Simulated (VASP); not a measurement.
# Sb in VASP: settings compared

Sb is run at these levels: PBEsol, PBE; tasks: single point.

All numbers are computed with VASP 6.6.1; they aren't measurements. Logs are shortened: lines on timing, memory, paths and dates and some standing lists are left out, and cuts for length are marked.

## Step 1: The cell of the first run

The typed cell holds 1 atom: a = 3.513 Å, b = 3.471 Å, c = 3.505 Å, α = 125.92°, β = 126.63°, γ = 78.80°.

## Step 2: Single point, PBEsol (the cell strained at random)

The input, INCAR:

```
PREC = Accurate
ENCUT = 520
EDIFF = 1E-7
ISMEAR = -1
SIGMA = 0.05
LREAL = F
LASPH = T
NELM = 100
ALGO = Normal
ISIF = 2
LWAVE = F
LCHARG = F
GGA = PS
NBANDS = 8
```

The input, KPOINTS:

```
regular mesh
0
Gamma
  12 12 12
```

The input, POSCAR:

```
Sb
1.0
   -1.5775790000      1.5802120000      2.7118280000
    1.5669920000     -1.5442780000      2.6847840000
    1.6042890000      1.5709880000     -2.6909380000
Sb
1
Direct
    0.0177470000      0.0046650000      0.0170070000
```

Potentials or basis: VASP PAW PBE potentials, release 64 (Sb).

Launch:

```bash
$ cat potpaw_PBE.64/Sb/POTCAR > POTCAR
$ mpirun -np 1 vasp_std > vasp.out
```

OUTCAR:

```text
PREC = Accurate
   ENCUT = 520
   EDIFF = 1E-7
   ISMEAR = -1
   LREAL = F
   LASPH = T
   NELM = 100
   ISIF = 2
   GGA = PS

 ion  position               nearest neighbor table
   1  0.018  0.005  0.017-

  LATTYP: Found a triclinic cell.
 ALAT       =     3.1513824357
 B/A-ratio  =     1.4306385747
 C/A-ratio  =     1.1146886877
 COS(alpha) =     0.0010512773
 COS(beta)  =     0.4511276234
 COS(gamma) =     0.7108653370

  Lattice vectors:

 A1 = (  -0.0267100000,  -3.1512000000,  -0.0208900000)
 A2 = (  -3.1979910000,  -3.1779100000,  -0.0147360000)
 A3 = (   1.5775790000,  -1.5802120000,  -2.7118280000)

Analysis of symmetry for initial positions (statically):
=====================================================================
 Subroutine PRICEL returns:
 Original cell was already a primitive cell.

 Routine SETGRP: Setting up the symmetry group for a
 triclinic supercell.

 Subroutine GETGRP returns: Found  2 space group operations
 (whereof  1 operations were pure point group operations)
 out of a pool of  2 trial point group operations.

The static configuration has the point symmetry C_1 .
 The point group associated with its full space group is S_2 .

Analysis of symmetry for dynamics (positions and initial velocities):
=====================================================================
 Subroutine PRICEL returns:
 Original cell was already a primitive cell.

 Routine SETGRP: Setting up the symmetry group for a
 triclinic supercell.

 Subroutine GETGRP returns: Found  2 space group operations
 (whereof  1 operations were pure point group operations)
 out of a pool of  2 trial point group operations.

The dynamic configuration has the point symmetry C_1 .
 The point group associated with its full space group is S_2 .

 Subroutine INISYM returns: Found  2 space group operations
 (whereof  1 operations are pure point group operations),
 and found     1 'primitive' translations

----------------------------------------------------------------------------------------

                                     Primitive cell

  volume of cell :      26.9619

  direct lattice vectors                    reciprocal lattice vectors
    -1.577579000  1.580212000  2.711828000    -0.002307225  0.316144564  0.183191831
     1.566992000 -1.544278000  2.684784000     0.315723747 -0.003908800  0.185946854
     1.604289000  1.570988000 -2.690938000     0.312676571  0.314698962 -0.001482057

  length of vectors
     3.512810352  3.471069518  3.504695966     0.365392878  0.366432799  0.443626275

  position of ions in fractional coordinates (direct lattice)
     0.017747000  0.004665000  0.017007000

  ion indices of the primitive-cell ions
   primitive index   ion index
                 1           1

----------------------------------------------------------------------------------------

 KPOINTS: regular mesh

Automatic generation of k-mesh.
 Grid dimensions read from file:
 generate k-points for:   12   12   12

 Generating k-lattice:

  Cartesian coordinates                     Fractional coordinates (reciprocal lattice)
    -0.000192269  0.026345380  0.015265986     0.083333333 -0.000000000  0.000000000
     0.026310312 -0.000325733  0.015495571     0.000000000  0.083333333 -0.000000000
     0.026056381  0.026224913 -0.000123505    -0.000000000  0.000000000  0.083333333

  Length of vectors
     0.030449407  0.030536067  0.036968856

  Shift w.r.t. Gamma in fractional coordinates (k-lattice)
     0.000000000  0.000000000  0.000000000

 Subroutine IBZKPT returns following result:
 ===========================================

 Found    868 irreducible k-points:

 Following reciprocal coordinates:
            Coordinates               Weight
  0.000000  0.000000  0.000000      1.000000
  0.083333  0.000000  0.000000      2.000000
  0.166667  0.000000 -0.000000      2.000000
  0.250000  0.000000 -0.000000      2.000000
  0.333333  0.000000 -0.000000      2.000000
  0.416667  0.000000 -0.000000      2.000000
[... 16 lines left out ...]
  0.250000  0.166667 -0.000000      2.000000
  0.333333  0.166667 -0.000000      2.000000
 [... further k-points ...]
   k-points           NKPTS =    868   k-points in BZ     NKDIM =    868   number of bands    NBANDS=      8
   number of dos      NEDOS =    301   number of ions     NIONS =      1
   total plane-waves  NPLWV =  21952
   dimension x,y,z NGX =    28 NGY =   28 NGZ =   28
   dimension x,y,z NGXF=    56 NGYF=   56 NGZF=   56
   ions per type =               1
   NGX,Y,Z   is equivalent  to a cutoff of  13.25, 13.41, 13.28 a.u.
   NGXF,Y,Z  is equivalent  to a cutoff of  26.50, 26.82, 26.56 a.u.
 SYSTEM =  unknown system
   PREC   = accura    normal or accurate (medium, high low for compatibility)
   ISTART =      0    job   : 0-new  1-cont  2-samecut
   ICHARG =      2    charge: 1-file 2-atom 10-const
   ISPIN  =      1    spin polarized calculation?
   LNONCOLLINEAR =      F non collinear calculations
[... 115 lines left out ...]
  band No.  band energies     occupation
      1      -1.4191      2.00000
      2       3.4269      2.00000
      3      10.5067      0.00000
      4      13.6357      0.00000
      5      14.8507      0.00000
      6      18.0886      0.00000
      7      19.1154      0.00000
      8      19.5760      0.00000

 k-point     7 :       0.5000    0.0000   -0.0000
  band No.  band energies     occupation
      1      -0.8103      2.00000
      2       2.5368      2.00000
      3      10.3693      0.00000
      4      13.6577      0.00000
      5      14.7379      0.00000
      6      18.4405      0.00000
      7      18.7713      0.00000
      8      19.1183      0.00000

 k-point     8 :      -0.0000    0.0833    0.0000
  band No.  band energies     occupation
      1      -4.4531      2.00000
      2      12.3182      0.00000
      3      12.9104      0.00000
      4      13.8294      0.00000
      5      17.4867      0.00000
      6      18.1159      0.00000
      7      19.0432      0.00000
      8      19.3926      0.00000

 k-point     9 :       0.0833    0.0833    0.0000
  band No.  band energies     occupation
      1      -4.2502      2.00000
      2      11.5039      0.00000
      3      12.2736      0.00000
      4      13.1234      0.00000
      5      17.5432      0.00000
      6      17.7530      0.00000
      7      18.6666      0.00000
      8      20.1831      0.00000

 k-point    10 :       0.1667    0.0833   -0.0000
  band No.  band energies     occupation
      1      -3.7749      2.00000
      2       9.4796      0.00000
      3      11.4397      0.00000
      4      12.6966      0.00000
      5      16.8467      0.00000
      6      17.7885      0.00000
      7      19.2089      0.00000
      8      20.6589      0.00000
[... 78 lines left out ...]
 k-point    18 :      -0.1667    0.0833   -0.0000
  band No.  band energies     occupation
      1      -4.0317      2.00000
      2      10.6381      0.00000
      3      12.1136      0.00000
      4      12.9939      0.00000
      5      16.4737      0.00000
      6      18.1352      0.00000
      7      19.7191      0.00000
      8      20.0128      0.00000

 k-point    19 :      -0.0833    0.0833    0.0000
  band No.  band energies     occupation
      1      -4.3800      2.00000
      2      12.6266      0.00000
      3      12.7328      0.00000
      4      12.9847      0.00000
      5      17.0906      0.00000
      6      18.5327      0.00000
      7      19.0421      0.00000
      8      19.3077      0.00000

 k-point    20 :       0.0000    0.1667    0.0000
  band No.  band energies     occupation
      1      -4.0384      2.00000
      2      10.0357      0.00000
      3      12.1283      0.00000
      4      13.7457      0.00000
      5      16.3917      0.00000
      6      17.9346      0.00000
      7      19.8033      0.00000
      8      20.1213      0.00000

 k-point    21 :       0.0833    0.1667    0.0000
  band No.  band energies     occupation
      1      -3.7728      2.00000
      2       9.5060      0.00000
      3      11.3855      0.00000
      4      12.6805      0.00000
      5      16.5697      0.00000
      6      18.0200      0.00000
      7      19.4544      0.00000
      8      20.7156      0.00000

 k-point    22 :       0.1667    0.1667   -0.0000
  band No.  band energies     occupation
      1      -3.2383      2.00000
      2       8.8507      0.00010
      3       9.6848      0.00000
      4      11.7546      0.00000
      5      16.9627      0.00000
      6      17.8848      0.00000
      7      19.4684      0.00000
      8      20.0216      0.00000

 k-point    23 :       0.2500    0.1667   -0.0000
  band No.  band energies     occupation
      1      -2.4524      2.00000
      2       6.8928      2.00000
      3       9.1996      0.00000
      4      11.1329      0.00000
      5      16.4088      0.00000
      6      17.9088      0.00000
      7      19.2789      0.00000
      8      20.4727      0.00000

 k-point    24 :       0.3333    0.1667   -0.0000
  band No.  band energies     occupation
      1      -1.4717      2.00000
      2       4.8548      2.00000
      3       9.1545      0.00000
      4      10.7762      0.00000
      5      15.6508      0.00000
      6      17.3674      0.00000
      7      20.1734      0.00000
      8      21.1849      0.00000

 [... further k-points ...]
[... 5 lines left out ...]
  --------------------------------------------------------------------------------------
  -------------------------------------------------------------------------------------
  Total       -0.2508654     -0.1270438     -0.3026581      0.0350451      0.0393907      0.0023227
  in kB      -14.9073801     -7.5494289    -17.9851037      2.0825117      2.3407446      0.1380229
  external PRESSURE =     -13.4806376 kB  Pullay stress =       0.0000000 kB

 VOLUME and BASIS-vectors are now :
 -----------------------------------------------------------------------------
  energy-cutoff  :      520.00
  volume of cell :       26.96
      direct lattice vectors                 reciprocal lattice vectors
    -1.577579000  1.580212000  2.711828000    -0.002307225  0.316144564  0.183191831
     1.566992000 -1.544278000  2.684784000     0.315723747 -0.003908800  0.185946854
     1.604289000  1.570988000 -2.690938000     0.312676571  0.314698962 -0.001482057

 POSITION                                       TOTAL-FORCE (eV/Angst)
 -----------------------------------------------------------------------------------
      0.00660      0.04756      0.01489         0.000000      0.000000     -0.000000
 -----------------------------------------------------------------------------------
    total drift:                                0.000000     -0.000000     -0.000001

  FREE ENERGIE OF THE ION-ELECTRON SYSTEM (eV)
  ---------------------------------------------------
  free  energy   TOTEN  =        -4.3162350445 eV

  energy  without entropy=       -4.3111061938  energy(sigma->0) =       -4.31367062
```

Wall time 74 s (1 thread of Intel Xeon Platinum 8488C (Sapphire Rapids), shared host); peak memory 0.3 GiB.

Results:

```
Free energy : -4.3162 eV
Pressure    : -1.3 GPa
```

Levels at points of the mesh, in eV from the Fermi level:
```csv
k point,band 1,band 2,band 3,band 4,band 5,band 6,band 7,band 8
"(0.00, 0.00, 0.00)",-12.95,4.71,5.34,5.52,9.42,10.63,10.64,10.81
"(0.50, 0.00, 0.00)",-9.17,-5.82,2.01,5.30,6.38,10.08,10.41,10.76
"(0.00, 0.50, 0.00)",-9.15,-5.80,1.80,5.34,6.15,10.16,10.47,10.79
"(0.50, 0.50, 0.00)",-6.60,-4.32,-1.05,0.44,3.38,4.28,15.91,15.91
"(0.00, 0.00, 0.50)",-6.78,-4.50,-0.88,0.73,3.56,4.48,15.81,15.81
"(0.50, 0.00, 0.50)",-9.19,-5.81,1.89,5.36,6.24,10.08,10.51,10.92
"(0.00, 0.50, 0.50)",-9.02,-5.78,1.71,5.17,6.07,9.98,10.35,10.67
"(0.50, 0.50, 0.50)",-9.21,-5.65,1.95,2.15,5.82,6.04,18.20,18.25
```

Caveat: the cell differs from its parent crystal (the cell strained at random); the PAW data sets were made with another functional, which shifts forces and pressure a little; spin-orbit coupling is left out, which moves the levels of the heavy elements.

## Step 3: Single point, PBEsol

The input, INCAR:

```
SYSTEM = Sb
PREC = Accurate
ENCUT = 520
EDIFF = 1E-7
ISMEAR = -1
SIGMA = 0.05
LREAL = .FALSE.
LASPH = .TRUE.
NELM = 100
ALGO = Normal
ISIF = 2
LWAVE = .FALSE.
LCHARG = .TRUE.
GGA = PS
LELF = .TRUE.
LVHAR = .TRUE.
NBANDS = 8
```

The input, KPOINTS:

```
Automatic mesh
0
G
  8 8 8
  0 0 0
```

The input, POSCAR:

```
Sb
1.0
   -1.5765401831      1.5765401831      2.7119384313
    1.5765401831     -1.5765401831      2.7119384313
    1.5765401831      1.5765401831     -2.7119384313
Sb
1
Direct
    0.0000000000      0.0000000000      0.0000000000
```

Potentials or basis: VASP PAW PBE potentials, release 64 (Sb).

Launch:

```bash
$ cat potpaw_PBE.64/Sb/POTCAR > POTCAR
$ mpirun -np 1 vasp_std > vasp.out
```

Run time: 7.2 s. Hardware: 1 thread of Intel Xeon 6975P-C (Granite Rapids), shared host; peak memory 0.16 GiB.

Results (log left out):

* Free energy: -4.3071 eV
* Pressure: -1.3 GPa

Stress tensor (GPa, compression positive):
```
-1.80  0.00  0.00
 0.00 -1.80  0.00
 0.00  0.00 -0.44
```

Levels at points of the mesh, in eV from the Fermi level:
```tsv
k point	band 1	band 2	band 3	band 4	band 5	band 6	band 7
(0.00, 0.00, 0.00)	-13.11	4.50	5.27	5.27	9.25	10.51	10.52
(0.50, 0.00, 0.00)	-9.29	-5.96	1.63	5.22	5.97	10.07	10.31
(0.50, 0.50, 0.00)	-6.80	-4.55	-1.18	0.45	3.29	4.22	15.62
(0.50, 0.50, 0.50)	-9.44	-5.82	1.96	1.96	5.75	5.94	18.10
```

Caveat: the PAW data sets were made with another functional, which shifts forces and pressure a little; spin-orbit coupling is left out, which moves the levels of the heavy elements.

## Step 4: Single point, PBE

The input, INCAR:

```
SYSTEM = Sb
ALGO     = Normal         ! electronic algorithm
EDIFF    = 1E-6           ! SCF threshold, eV
ENCUT    = 520            ! plane-wave cutoff, eV
GGA      = PE             ! functional
ISIF     = 2              ! what is computed and relaxed
ISMEAR   = 0              ! smearing method
LASPH    = .TRUE.         ! aspherical terms in the spheres
LCHARG   = .TRUE.         ! write CHGCAR
LELF     = .TRUE.         ! ELF
LREAL    = .FALSE.        ! projectors in reciprocal space
LVHAR    = .TRUE.       
LWAVE    = .FALSE.        ! write WAVECAR
NBANDS   = 8              ! bands
NELM     = 100            ! most SCF steps
PREC     = Accurate       ! precision mode
SIGMA    = 0.016          ! smearing width, eV
```

The input, KPOINTS:

```
k-points
0
G
  12 12 12
  0 0 0
```

POSCAR is that of step 3.

Launch:

```bash
$ cat potpaw_PBE.64/Sb/POTCAR > POTCAR
$ mpirun -np 1 vasp_std > vasp.out
```

It took 20 s on 1 thread of Intel Xeon 6975P-C (Granite Rapids), shared host; peak memory 0.17 GiB.

Results (log left out):

```yaml
Free_energy: -3.8393 eV
Pressure: 1.7 GPa
```

Stress tensor (GPa, compression positive):
```
1.96 0.00 0.00
0.00 1.96 0.00
0.00 0.00 1.18
```

Levels at points of the mesh, in eV from the Fermi level:
```tsv
k point	band 1	band 2	band 3	band 4	band 5	band 6	band 7
(0.00, 0.00, 0.00)	-12.98	4.60	5.40	5.40	9.32	10.60	10.61
(0.50, 0.00, 0.00)	-9.16	-5.84	1.74	5.34	6.08	10.15	10.44
(0.50, 0.50, 0.00)	-6.68	-4.43	-1.05	0.56	3.43	4.32	15.65
(0.50, 0.50, 0.50)	-9.31	-5.71	2.08	2.08	5.84	6.06	18.12
```

Caveat: spin-orbit coupling is left out, which moves the levels of the heavy elements.

## Step 5: Single point, PBE

The input, INCAR:

```
PREC     = Accurate       # precision mode
ENCUT    = 520            # plane-wave cutoff, eV
EDIFF    = 1E-7           # SCF threshold, eV
ISMEAR   = 0              # smearing method
SIGMA    = 0.017          # smearing width, eV
LREAL    = F              # projectors in reciprocal space
LASPH    = T              # aspherical terms in the spheres
NELM     = 60             # most SCF steps
ALGO     = Normal         # electronic algorithm
ISIF     = 2              # what is computed and relaxed
LWAVE    = F              # write WAVECAR
LCHARG   = T              # write CHGCAR
GGA      = PE             # functional
LELF     = T              # ELF
LVHAR    = T            
NBANDS   = 8              # bands
```

The input, KPOINTS:

```
regular mesh
0
Gamma
  12 12 12
```

POSCAR is that of step 4.

Launch:

```bash
$ cat potpaw_PBE.64/Sb/POTCAR > POTCAR
$ mpirun -np 1 vasp_std > vasp.out
```

Run time: 21 s. Hardware: 1 thread of Intel Xeon 6975P-C (Granite Rapids), shared host; peak memory 0.17 GiB.

It converged, with:

```
Free energy : -3.8393 eV
Pressure    : 1.7 GPa
```

Stress tensor (GPa, compression positive):
```
1.96 0.00 0.00
0.00 1.96 0.00
0.00 0.00 1.18
```

Levels at points of the mesh, in eV from the Fermi level:
```
           k point  band 1  band 2  band 3  band 4  band 5  band 6
(0.00, 0.00, 0.00)  -12.98    4.60    5.40    5.40    9.32   10.60
(0.50, 0.00, 0.00)   -9.16   -5.84    1.74    5.34    6.08   10.15
(0.50, 0.50, 0.00)   -6.68   -4.43   -1.05    0.56    3.43    4.32
(0.50, 0.50, 0.50)   -9.31   -5.71    2.08    2.08    5.84    6.07
```

Caveat: spin-orbit coupling is left out, which moves the levels of the heavy elements.

## Step 6: Single point, PBE

The input, INCAR:

```
SYSTEM = Sb
ALGO = Normal
EDIFF = 1E-6
ENCUT = 520
GGA = PE
ISIF = 2
ISMEAR = 0
LASPH = .TRUE.
LCHARG = .FALSE.
LREAL = .FALSE.
LWAVE = .FALSE.
NBANDS = 8
NELM = 100
PREC = Accurate
SIGMA = 0.018000000000000002
```

The input, KPOINTS:

```
k-points
0
G
  12 12 12
  0 0 0
```

POSCAR is that of step 5.

Potentials or basis: VASP PAW PBE potentials, release 64 (Sb).

Launch:

```bash
$ cat potpaw_PBE.64/Sb/POTCAR > POTCAR
$ mpirun -np 1 vasp_std > vasp.out
```

Run time: 17 s. Hardware: 1 thread of Intel Xeon 6975P-C (Granite Rapids), shared host; peak memory 0.17 GiB.

It converged, with:

```yaml
Free_energy: -3.8393 eV
Pressure: 1.7 GPa
```

Stress tensor (GPa, compression positive):
```
1.95 0.00 0.00
0.00 1.95 0.00
0.00 0.00 1.19
```

Levels at points of the mesh, in eV from the Fermi level:
| k point | band 1 | band 2 | band 3 | band 4 | band 5 | band 6 | band 7 | band 8 |
| --- | --- | --- | --- | --- | --- | --- | --- | --- |
| (0.00, 0.00, 0.00) | -12.98 | 4.60 | 5.40 | 5.40 | 9.32 | 10.60 | 10.61 | 10.70 |
| (0.50, 0.00, 0.00) | -9.16 | -5.84 | 1.74 | 5.34 | 6.08 | 10.15 | 10.44 | 10.70 |
| (0.50, 0.50, 0.00) | -6.68 | -4.43 | -1.05 | 0.56 | 3.43 | 4.32 | 15.65 | 15.85 |
| (0.50, 0.50, 0.50) | -9.31 | -5.71 | 2.08 | 2.08 | 5.84 | 6.07 | 18.12 | 18.12 |

Caveat: spin-orbit coupling is left out, which moves the levels of the heavy elements.

## Step 7: The runs side by side

| level | cell | k mesh | smearing | gap on the mesh (eV) | pressure (GPa) |
| --- | --- | --- | --- | --- | --- |
| PBEsol | a = 3.513, b = 3.471, c = 3.505 Å, angles 125.9, 126.6, 78.8°, 1 atom | 12 × 12 × 12 | fermi-dirac 0.05 eV | none | -1.3 |
| PBEsol | a = 3.511 Å, angles 126.6, 126.6, 78.8°, 1 atom | 8 × 8 × 8 | fermi-dirac 0.05 eV | none | -1.3 |
| PBE | a = 3.511 Å, angles 126.6, 126.6, 78.8°, 1 atom | 12 × 12 × 12 | gaussian 0.016 eV | none | 1.7 |
| PBE | a = 3.511 Å, angles 126.6, 126.6, 78.8°, 1 atom | 12 × 12 × 12 | gaussian 0.017 eV | none | 1.7 |
| PBE | a = 3.511 Å, angles 126.6, 126.6, 78.8°, 1 atom | 12 × 12 × 12 | gaussian 0.018 eV | none | 1.7 |

Alike in all rows: task single point; potentials or basis VASP PAW PBE potentials, release 64 (Sb); no spin polarisation; cutoff (eV) 520.

Caveats: spin-orbit coupling is left out, which moves the levels of the heavy elements; the PAW data sets were made with another functional, which shifts forces and pressure a little (some runs).

Absolute energies hang on the potentials; compare differences alone.
